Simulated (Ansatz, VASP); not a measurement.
## Two plane-wave programs on ZrB2

```xyz
3
Lattice="3.1233 0.0000 0.0000 -1.5616 2.7049 0.0000 0.0000 0.0000 3.6236" Properties=species:S:1:pos:R:3 pbc="T T T"
Zr    0.0000    0.0000    0.0000
B     0.0000    1.8032    1.8118
B     1.5617    0.9016    1.8118
```

Alike in both runs: task single point; functional PBEsol; k mesh 15 × 15 × 12; occupations gaussian, width 0.15 eV; no spin polarisation.

|  | VASP | Ansatz |
| --- | --- | --- |
| version | VASP 6.6.1 | Ansatz 0.2.0 |
| potentials or method | VASP PAW PBE potentials, release 64 (Zr_sv, B), cutoff 520 eV | scalar-relativistic, plane waves, PAW |
| valence electrons in the cell | 18 | 18 |

VASP gave:

| Property | Result |
| --- | --- |
| gap on the k mesh at the Fermi level (eV) | none |
| pressure (GPa) | -2.0 |
| traceless stress, the component that is largest in VASP (GPa) | -9.61 |

Q: What did Ansatz give for the same quantities?

A: gap on the k mesh at the Fermi level (eV): none; pressure (GPa): -2.4; traceless stress, the component that is largest in VASP (GPa): -9.59.

VASP's potentials were made for PBE, not for PBEsol. A gap of «none» marks a metal or a gap that the smearing closes. The functional is the same, so the differences come from potentials, cutoffs and numerics.
